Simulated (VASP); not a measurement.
Set up this calculation in VASP 6.6.1, as the native input.

- Task: single point
- Functional: PBE
- Potentials or basis: VASP PAW PBE potentials, release 64 (Sn_d)
- Cutoff: 520 eV
- k mesh: 14 × 14 × 10
- Occupations: gaussian, width 0.1 eV
- Spin: no spin polarisation
- Dipole correction: no
- Further INCAR settings: ALGO = Fast; EDIFF = 1e-07; NBANDS = 21

The structure of Sn lies in POSCAR:

```
Sn
1.0
   -3.1162279309      3.1412730001      1.4809536417
    3.1412730001     -3.1162279309      1.4809536417
    2.7634110763      2.7634110763     -1.4349110422
Sn
2
Direct
    0.7572150306      0.2427849694      0.5000000000
   -0.0072150306      0.0072150306      0.0000000000
```

This cell differs from its parent crystal: strained and its atoms moved.

One way to write it, as run:

INCAR

```
SYSTEM = Sn
ALGO = Fast
EDIFF = 1E-7
ENCUT = 520
GGA = PE
ISIF = 2
ISMEAR = 0
LASPH = .TRUE.
LCHARG = .TRUE.
LELF = .TRUE.
LREAL = .FALSE.
LVHAR = .TRUE.
LWAVE = .FALSE.
NBANDS = 21
NELM = 80
PREC = Accurate
SIGMA = 0.1
```

KPOINTS

```
k-points
0
G
  14 14 10
  0 0 0
```

Potentials or basis: VASP PAW PBE potentials, release 64 (Sn_d).

The run is started by

```bash
$ cat potpaw_PBE.64/Sn_d/POTCAR > POTCAR
$ mpirun -np 1 vasp_std > vasp.out
```

It gave:

- Pressure: 6.9 GPa
- Largest force: 0.468 eV/Å
- Band gap on the k mesh: zero (bands 14 and 15 overlap by 4.22 eV)

Caveat: the cell differs from its parent crystal (strained and its atoms moved); the cell stands under pressure; spin-orbit coupling is left out, which moves the levels of the heavy elements.

Wall time 5 min on 1 thread of Intel(R) Xeon(R) 6975P-C (Granite Rapids), with other jobs on the host, peak memory 0.55 GiB.
